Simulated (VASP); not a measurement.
Write the native input for VASP 6.6.1 that does the following.

```yaml
Task: single point
Functional: PBE
Potentials_or_basis: VASP PAW PBE potentials, release 64 (W_sv)
Cutoff: 520 eV
k_mesh: 12 × 12 × 12
Occupations: gaussian, width 0.027 eV
Spin: no spin polarisation
Dipole_correction: no
Further_INCAR_settings: ALGO = Fast; EDIFF = 1e-06; NBANDS = 13
```

The structure of W lies in POSCAR:

```
W
1.0
   -1.5823450000      1.5823450000      1.5823450000
    1.5823450000     -1.5823450000      1.5823450000
    1.5823450000      1.5823450000     -1.5823450000
W
1
Direct
    0.0000000000      0.0000000000      0.0000000000
```

The input as run:

INCAR

```
SYSTEM = W
ALGO = Fast
EDIFF = 1E-6
ENCUT = 520
GGA = PE
ISIF = 2
ISMEAR = 0
LASPH = .TRUE.
LCHARG = .TRUE.
LELF = .TRUE.
LREAL = .FALSE.
LVHAR = .TRUE.
LWAVE = .FALSE.
NBANDS = 13
NELM = 100
PREC = Accurate
SIGMA = 0.027000000000000003
```

KPOINTS

```
k-points
0
G
  12 12 12
  0 0 0
```

Potentials or basis: VASP PAW PBE potentials, release 64 (W_sv).

Launch:

```sh
$ cat potpaw_PBE.64/W_sv/POTCAR > POTCAR
$ mpirun -np 1 vasp_std > vasp.out
```

Results of the run:

* Pressure: 6.6 GPa
* Band gap on the k mesh: zero (band 7 reaches 16.61 eV, above the bottom of band 8 at 10.21 eV)

Caveat: spin-orbit coupling is left out, which moves the levels of the heavy elements.

Wall time 12 s on 1 thread of AMD EPYC 7R43 64-Core Processor (Zen 3), on a shared host, peak memory 0.1 GiB.
